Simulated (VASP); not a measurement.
Wanted: the native input for a VASP 6.6.1 run.

```yaml
Task: single point
Functional: r2SCAN
Potentials_or_basis: VASP PAW PBE potentials, release 64 (Ti_sv, Al)
Cutoff: 520 eV
k_mesh: 24 × 24 × 14
Occupations: gaussian, width 0.15 eV
Spin: no spin polarisation
Dipole_correction: no
Further_INCAR_settings: ALGO = Normal; EDIFF = 1e-07; NBANDS = 14
```

Crystal: TiAl.

```xyz
2
Lattice="2.7252 0.0000 0.0000 -1.3626 2.3601 0.0000 0.0000 0.0000 4.6339" Properties=species:S:1:pos:R:3 pbc="T T T"
Ti    0.0000    0.0000    0.0000
Al    0.0000    1.5734    2.3169
```

This cell differs from its parent crystal: strain -0.0500 x Voigt [1, 1, 0, 0, 0, 0].

These files were run (other wordings do the same):

POSCAR

```
TiAl
1.0
    2.7251672016      0.0000000000      0.0000000000
   -1.3625836008      2.3600640261      0.0000000000
    0.0000000000      0.0000000000      4.6338675649
Ti Al
1 1
Direct
    0.0000000000      0.0000000000      0.0000000000
    0.3333333333      0.6666666667      0.5000000000
```

INCAR.step1

```
ALGO = Normal
EDIFF = 1E-4
ENCUT = 520
GGA = PE
ISMEAR = 0
LASPH = T
LCHARG = F
LREAL = F
LWAVE = T
NBANDS = 14
NELM = 80
PREC = Accurate
SIGMA = 0.15
```

INCAR.step2

```
ALGO = Normal
EDIFF = 1E-7
ENCUT = 520
ISIF = 2
ISMEAR = 0
ISTART = 1
LASPH = T
LCHARG = F
LMIXTAU = T
LREAL = F
LWAVE = F
METAGGA = R2SCAN
NBANDS = 14
NELM = 80
PREC = Accurate
SIGMA = 0.15
```

KPOINTS

```
k-points
0
Gamma
  24 24 14
```

Potentials or basis: VASP PAW PBE potentials, release 64 (Ti_sv, Al).

The run is started by

```bash
$ cat potpaw_PBE.64/Ti_sv/POTCAR potpaw_PBE.64/Al/POTCAR > POTCAR
$ cp INCAR.step1 INCAR
$ mpirun -np 1 vasp_std > vasp.out
$ cp INCAR.step2 INCAR
$ mpirun -np 1 vasp_std > vasp.out
```

Results of the run:

```
Pressure               : 13.5 GPa
Band gap on the k mesh : zero (an odd number of electrons rules out a gap without spin polarisation)
```

Caveat: the cell differs from its parent crystal (strain -0.0500 x Voigt [1, 1, 0, 0, 0, 0]); the cell stands under pressure; the PAW data sets were made with another functional, which shifts forces and pressure a little.

Run time: 11 min on 1 thread of Intel(R) Xeon(R) 6975P-C (Granite Rapids), with other jobs on the host, peak memory 0.32 GiB.
